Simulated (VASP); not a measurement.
# Mn (Fm-3m) in VASP: a series of runs

Runs on Mn. Level: PBE. Tasks: single point.

All numbers are computed with VASP 6.6.1; they aren't measurements. Logs are shortened: lines on timing, memory, paths and dates and some standing lists are left out, and cuts for length are marked.

### Step 1. The cell of the first run

Symmetry: Fm-3m, No. 225, cubic system. The conventional cell has a = 3.490 Å, b = 3.490 Å, c = 3.490 Å, α = 90.00°, β = 90.00°, γ = 90.00°. Mn (site symmetry m-3m) has 12 Mn at 2.47 Å within 3.3 Å.

### Step 2. Single point, PBE, collinear spin, zero start

File INCAR:

```
PREC     = Accurate       # precision mode
ENCUT    = 520            # plane-wave cutoff, eV
EDIFF    = 1E-7           # SCF threshold, eV
ISMEAR   = -1             # smearing method
SIGMA    = 0.05           # smearing width, eV
LREAL    = False          # projectors in reciprocal space
LASPH    = True           # aspherical terms in the spheres
NELM     = 150            # most SCF steps
ALGO     = Normal         # electronic algorithm
ISIF     = 2              # what is computed and relaxed
LWAVE    = False          # write WAVECAR
LCHARG   = False          # write CHGCAR
ISPIN    = 2              # spin polarisation
MAGMOM   = 0              # initial moments
LORBIT   = 11             # projections on sites
NUPDOWN  = 0.0            # fixed moment
LMAXMIX  = 4              # l up to which the mixer works
GGA      = PE             # functional
NBANDS   = 16             # bands
```

File KPOINTS:

```
Automatic mesh
0
Gamma
  13 13 13
```

File POSCAR:

```
Mn
1.0
    0.0000000000      1.7450000000      1.7450000000
    1.7450000000      0.0000000000      1.7450000000
    1.7450000000      1.7450000000      0.0000000000
Mn
1
Direct
    0.0000000000      0.0000000000      0.0000000000
```

Potentials or basis: VASP PAW PBE potentials, release 64 (Mn_pv).

Run with:

```sh
> cat potpaw_PBE.64/Mn_pv/POTCAR > POTCAR
> mpirun -np 1 vasp_std > vasp.out
```

OUTCAR:

```text
PREC = Accurate
   ENCUT = 520
   EDIFF = 1E-7
   ISMEAR = -1
   LREAL = False
   LASPH = True
   NELM = 150
   ISIF = 2
   ISPIN = 2
   LORBIT = 11
   NUPDOWN = 0.0
   GGA = PE

 ion  position               nearest neighbor table
   1  0.000  0.000  0.000-

  LATTYP: Found a face centered cubic cell.
 ALAT       =     3.4900000000

  Lattice vectors:

 A1 = (   0.0000000000,   1.7450000000,   1.7450000000)
 A2 = (   1.7450000000,   0.0000000000,   1.7450000000)
 A3 = (   1.7450000000,   1.7450000000,   0.0000000000)

Analysis of symmetry for initial positions (statically):
=====================================================================
 Subroutine PRICEL returns:
 Original cell was already a primitive cell.

 Routine SETGRP: Setting up the symmetry group for a
 face centered cubic supercell.

 Subroutine GETGRP returns: Found 48 space group operations
 (whereof 48 operations were pure point group operations)
 out of a pool of 48 trial point group operations.

The static configuration has the point symmetry O_h .

Analysis of symmetry for dynamics (positions and initial velocities):
=====================================================================
 Subroutine PRICEL returns:
 Original cell was already a primitive cell.

 Routine SETGRP: Setting up the symmetry group for a
 face centered cubic supercell.

 Subroutine GETGRP returns: Found 48 space group operations
 (whereof 48 operations were pure point group operations)
 out of a pool of 48 trial point group operations.

The dynamic configuration has the point symmetry O_h .

Analysis of structural, dynamic, and magnetic symmetry:
=====================================================================
 Subroutine PRICEL returns:
 Original cell was already a primitive cell.

 Routine SETGRP: Setting up the symmetry group for a
 face centered cubic supercell.

 Subroutine GETGRP returns: Found 48 space group operations
 (whereof 48 operations were pure point group operations)
 out of a pool of 48 trial point group operations.

The overall configuration has the point symmetry O_h .

 Subroutine INISYM returns: Found 48 space group operations
 (whereof 48 operations are pure point group operations),
 and found     1 'primitive' translations

----------------------------------------------------------------------------------------

                                     Primitive cell

[... 102 lines left out ...]
   EFERMI =   0.00;   METHOD = LEGACY
   ISMEAR =    -1;   SIGMA  =   0.05  broadening in eV -4-tet -1-fermi 0-gaus
   EFERMI_NEDOS =   21; number of points for ismear=-14 and -15
   IALGO  =     38    algorithm
   IMIX   =      4    mixing-type and parameters
     AMIX     =   0.40;   BMIX     =  1.00
     AMIX_MAG =   1.60;   BMIX_MAG =  1.00
  volume/ion in A,a.u.               =      10.63        71.72
  Fermi-wavevector in a.u.,A,eV,Ry     =   1.750856  3.308639 41.708632  3.065498
  Thomas-Fermi vector in A             =   2.821494
   LORBIT       =     11    0 simple, 1 ext, 2 COOP (PROOUT), +10 PAW based schemes
   GGA     = PE    functional components
   LHFCALC =     F    Hartree Fock is set to
   AEXX    =    0.0000 exact exchange contribution
   IVDW    =     0    specifies the selected vdW correction
   LEPSILON=     F    determine dielectric tensor
   LRPA    =     F    only Hartree local field effects (RPA)
 spin polarized calculation
  energy-cutoff  :      520.00
  volume of cell :       10.63
 maximum number of plane-waves:       298
   NGX =  9   NGY =  9   NGZ =  9

 number of electron      13.0000005 magnetization       0.0000000

 number of electron      13.0000005 magnetization      -0.0000000

 Free energy of the ion-electron system (eV)
  ---------------------------------------------------
  ext. energy  EPLUGINS =         0.00000000
  ---------------------------------------------------
  free energy    TOTEN  =        -8.91683356 eV

  energy without entropy =       -8.90185738  energy(sigma->0) =       -8.90934547

 E-fermi :  10.6566     XC(G=0): -14.0907

 val. band max:       10.6411294713   @ k =   0.4615   0.3846   0.0769
 cond. band min:      10.6623485621   @ k =   0.3846   0.2308   0.0769
 fundamental gap:      0.0212190908
 Fermi energy:        10.6566243534

 spin component 1

 k-point     1 :       0.0000    0.0000    0.0000
  band No.  band energies     occupation
      1     -36.9987      1.00000
      2     -36.9987      1.00000
      3     -36.9987      1.00000
      4       2.3011      1.00000
      5       9.4858      1.00000
      6       9.4858      1.00000
[... 435 lines left out ...]
      5       8.5685      1.00000
      6       9.4188      1.00000
[... 8 lines left out ...]
     15      43.7041      0.00000
     16      44.0914      0.00000

 [... further k-points ...]

 spin component 2

 k-point     1 :       0.0000    0.0000    0.0000
  band No.  band energies     occupation
      1     -36.9987      1.00000
      2     -36.9987      1.00000
      3     -36.9987      1.00000
      4       2.3011      1.00000
      5       9.4858      1.00000
      6       9.4858      1.00000
[... 435 lines left out ...]
      5       8.5685      1.00000
      6       9.4188      1.00000
[... 8 lines left out ...]
     15      43.7041      0.00000
     16      44.0914      0.00000

 [... further k-points ...]

------------------------ aborting loop because EDIFF is reached ----------------------------------------

  FORCE on cell =-STRESS in cart. coord.  units (eV):
  Direction    XX          YY          ZZ          XY          YZ          ZX
  --------------------------------------------------------------------------------------
  -------------------------------------------------------------------------------------
  Total        0.2165571      0.2165571      0.2165571      0.0000000      0.0000000      0.0000000
  in kB       32.6487559     32.6487559     32.6487559      0.0000000      0.0000000      0.0000000
  external PRESSURE =      32.6487559 kB  Pullay stress =       0.0000000 kB

 VOLUME and BASIS-vectors are now :
 -----------------------------------------------------------------------------
  energy-cutoff  :      520.00
  volume of cell :       10.63
      direct lattice vectors                 reciprocal lattice vectors
     0.000000000  1.745000000  1.745000000    -0.286532951  0.286532951  0.286532951
     1.745000000  0.000000000  1.745000000     0.286532951 -0.286532951  0.286532951
     1.745000000  1.745000000  0.000000000     0.286532951  0.286532951 -0.286532951

 POSITION                                       TOTAL-FORCE (eV/Angst)
 -----------------------------------------------------------------------------------
      0.00000      0.00000      0.00000        -0.000000      0.000000      0.000000
 -----------------------------------------------------------------------------------
    total drift:                               -0.000000     -0.000000      0.000000

  FREE ENERGIE OF THE ION-ELECTRON SYSTEM (eV)
  ---------------------------------------------------
  free  energy   TOTEN  =        -8.9168335621 eV

  energy  without entropy=       -8.9018573824  energy(sigma->0) =       -8.90934547

 total charge

# of ion       s       p       d       tot
------------------------------------------
    1        0.432   6.415   5.157  12.004

 magnetization (x)

# of ion       s       p       d       tot
------------------------------------------
    1       -0.000  -0.000  -0.000  -0.000
```

OSZICAR:

```text
N       E                     dE             d eps       ncg     rms          rms(c)
DAV:   1     0.812297593166E+02    0.81230E+02   -0.69163E+03  5456   0.106E+03
DAV:   2    -0.877755350166E+01   -0.90007E+02   -0.85199E+02  5896   0.272E+02
DAV:   3    -0.105905033318E+02   -0.18129E+01   -0.18097E+01  6352   0.411E+01
DAV:   4    -0.105962361384E+02   -0.57328E-02   -0.57325E-02  6584   0.228E+00
DAV:   5    -0.105962678775E+02   -0.31739E-04   -0.31739E-04  6176   0.152E-01    0.133E+01
DAV:   6    -0.897440821993E+01    0.16219E+01   -0.23463E+00  6544   0.322E+01    0.182E+00
DAV:   7    -0.892898453035E+01    0.45424E-01   -0.10425E-01  5744   0.524E+00    0.814E-01
DAV:   8    -0.891706135826E+01    0.11923E-01   -0.28709E-03  7032   0.699E-01    0.175E-01
DAV:   9    -0.891683977257E+01    0.22159E-03   -0.50478E-04  5792   0.367E-01    0.295E-02
DAV:  10    -0.891683445098E+01    0.53216E-05   -0.66258E-06  6488   0.283E-02    0.462E-03
DAV:  11    -0.891683338162E+01    0.10694E-05   -0.24332E-07  6312   0.915E-03    0.630E-04
DAV:  12    -0.891683349336E+01   -0.11174E-06   -0.83646E-09  3528   0.122E-03    0.330E-04
DAV:  13    -0.891683356212E+01   -0.68754E-07   -0.70987E-10  2880   0.440E-04
   1 F= -.89168336E+01 E0= -.89093455E+01  d E =-.149762E-01  mag=    -0.0000
```

stdout:

```text
POSCAR found type information on POSCAR Mn
 POSCAR found :  1 types and       1 ions
 scaLAPACK will be used
 LDA part: xc-table for (Slater+PW92), standard interpolation
 POSCAR, INCAR and KPOINTS ok, starting setup
 FFT: planning ... GRIDC
 FFT: planning ... GRID_SOFT
 FFT: planning ... GRID
 WAVECAR not read
 entering main loop
```

Wall time 18 s (1 thread of Intel Xeon 6975P-C, shared host); peak memory 0.14 GiB.

Results:

```yaml
Free_energy: -8.9168 eV
Pressure: 3.3 GPa
Net_moment: 0.00 μB per cell
Valence_electrons_inside_the_program's_atomic_spheres: Mn 12.00
```

Caveat: the total moment is fixed, so each spin has its own Fermi level.

### Step 3. Single point, PBE, collinear spin, ferromagnetic start

File INCAR:

```
SYSTEM = Mn
  PREC = Accurate
  ENCUT = 520
  EDIFF = 1E-7
  ISMEAR = -1
  SIGMA = 0.05
  LREAL = .False.
  LASPH = .True.
  NELM = 150
  ALGO = Normal
  ISIF = 2
  LWAVE = .False.
  LCHARG = .False.
  ISPIN = 2
  MAGMOM = 4.5
  LORBIT = 11
  LMAXMIX = 4
  GGA = PE
  NBANDS = 16
```

File KPOINTS:

```
Automatic mesh
0
Gamma
  13 13 13
  0 0 0
```

POSCAR is that of step 2.

Potentials or basis: VASP PAW PBE potentials, release 64 (Mn_pv).

Run with:

```sh
> cat potpaw_PBE.64/Mn_pv/POTCAR > POTCAR
> mpirun -np 1 vasp_std > vasp.out
```

OUTCAR:

```text
SYSTEM = Mn
   PREC = Accurate
   ENCUT = 520
   EDIFF = 1E-7
   ISMEAR = -1
   LREAL = .False.
   LASPH = .True.
   NELM = 150
   ISIF = 2
   ISPIN = 2
   LORBIT = 11
   GGA = PE

 ion  position               nearest neighbor table
   1  0.000  0.000  0.000-

  LATTYP: Found a face centered cubic cell.
 ALAT       =     3.4900000000

  Lattice vectors:

 A1 = (   0.0000000000,   1.7450000000,   1.7450000000)
 A2 = (   1.7450000000,   0.0000000000,   1.7450000000)
[... 1119 lines left out ...]
  -------------------------------------------------------------------------------------
  Total        0.2169743      0.2169743      0.2169743      0.0000000      0.0000000      0.0000000
  in kB       32.7116643     32.7116643     32.7116643      0.0000000      0.0000000      0.0000000
  external PRESSURE =      32.7116643 kB  Pullay stress =       0.0000000 kB

 VOLUME and BASIS-vectors are now :
 -----------------------------------------------------------------------------
  energy-cutoff  :      520.00
  volume of cell :       10.63
      direct lattice vectors                 reciprocal lattice vectors
     0.000000000  1.745000000  1.745000000    -0.286532951  0.286532951  0.286532951
     1.745000000  0.000000000  1.745000000     0.286532951 -0.286532951  0.286532951
     1.745000000  1.745000000  0.000000000     0.286532951  0.286532951 -0.286532951

 POSITION                                       TOTAL-FORCE (eV/Angst)
 -----------------------------------------------------------------------------------
      0.00000      0.00000      0.00000         0.000000     -0.000000      0.000000
 -----------------------------------------------------------------------------------
    total drift:                                0.000000     -0.000000     -0.000000

  FREE ENERGIE OF THE ION-ELECTRON SYSTEM (eV)
  ---------------------------------------------------
  free  energy   TOTEN  =        -8.9168359650 eV

  energy  without entropy=       -8.9020552217  energy(sigma->0) =       -8.90944559

 total charge

# of ion       s       p       d       tot
------------------------------------------
    1        0.432   6.415   5.157  12.004

 magnetization (x)

# of ion       s       p       d       tot
------------------------------------------
    1        0.000   0.000   0.043   0.043
```

Wall time 32 s (1 thread of Intel Xeon 6975P-C, shared host); peak memory 0.14 GiB.

Results:

```yaml
Free_energy: -8.9168 eV
Pressure: 3.3 GPa
Net_moment: 0.04 μB per cell
Site_moments: Mn +0.04 μB
Valence_electrons_inside_the_program's_atomic_spheres: Mn 12.00
```

Caveat: the starting moments collapsed, and a magnetic state may lie lower.

### Step 4. Single point, PBE, collinear spin, ferromagnetic start

File INCAR:

```
SYSTEM = Mn
ALGO = Normal
EDIFF = 1E-7
ENCUT = 520
GGA = PE
ISIF = 2
ISMEAR = -1
ISPIN = 2
LASPH = .TRUE.
LCHARG = .TRUE.
LELF = .TRUE.
LMAXMIX = 4
LORBIT = 11
LREAL = .FALSE.
LVHAR = .TRUE.
LWAVE = .FALSE.
MAGMOM = 0.67
NBANDS = 16
NELM = 150
NUPDOWN = 0.67
PREC = Accurate
SIGMA = 0.05
```

File KPOINTS:

```
k-points
0
G
  13 13 13
  0 0 0
```

POSCAR is that of step 3.

Run with:

```sh
> cat potpaw_PBE.64/Mn_pv/POTCAR > POTCAR
> mpirun -np 1 vasp_std > vasp.out
```

Run time: 30 s. Hardware: 1 thread of Intel Xeon 6975P-C, shared host; peak memory 0.14 GiB.

It converged, with:

| Property | Result |
| --- | --- |
| Free energy | -8.8882 eV |
| Pressure | 6.2 GPa |
| Net moment | 0.67 μB per cell |
| Site moments | Mn +0.65 μB |
| Valence electrons inside the program's atomic spheres | Mn 12.01 |

Caveat: the total moment is fixed, so each spin has its own Fermi level.
